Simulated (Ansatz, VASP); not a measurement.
## One calculation of SnO2, two programs

```xyz
6
Lattice="4.7606 0.0000 0.0000 0.0000 4.7606 0.0000 0.0000 0.0000 3.2961" Properties=species:S:1:pos:R:3 pbc="T T T"
Sn    0.0000    0.0000    0.0000
Sn    2.3803    2.3803    1.6480
O     1.4611    1.4611    0.0000
O     0.9191    3.8414    1.6480
O     3.8414    0.9191    1.6480
O     3.2994    3.2994    0.0000
```

Change from the starting cell: uniaxial_z strain +3.0%.

Alike in both runs: task single point; functional r2SCAN; k mesh 6 × 6 × 8; no spin polarisation.

|  | VASP | Ansatz |
| --- | --- | --- |
| version | VASP 6.6.1 | Ansatz 0.2.0 |
| potentials or method | VASP PAW PBE potentials, release 64 (Sn_d, O) | plane waves, PAW |
| plane-wave cutoff (eV) | 520 | 500 |
| occupations | gaussian, width 0.01 eV | fixed |
| valence electrons in the cell | 52 | 52 |

Ansatz gave:

* gap on the k mesh at the Fermi level (eV): 1.34
* pressure (GPa): -6.8
* traceless stress, the component that is largest in VASP (GPa): -5.06
* rms of the force components (eV/Å): 0.000

Problem. Which values does VASP return?

Solution. gap on the k mesh at the Fermi level (eV): 1.36; pressure (GPa): -5.8; traceless stress, the component that is largest in VASP (GPa): -4.83; rms of the force components (eV/Å): 0.006.

VASP's potentials were made for PBE, not for r2SCAN. Atom by atom the forces differ by 0.006 eV/Å (rms over components).
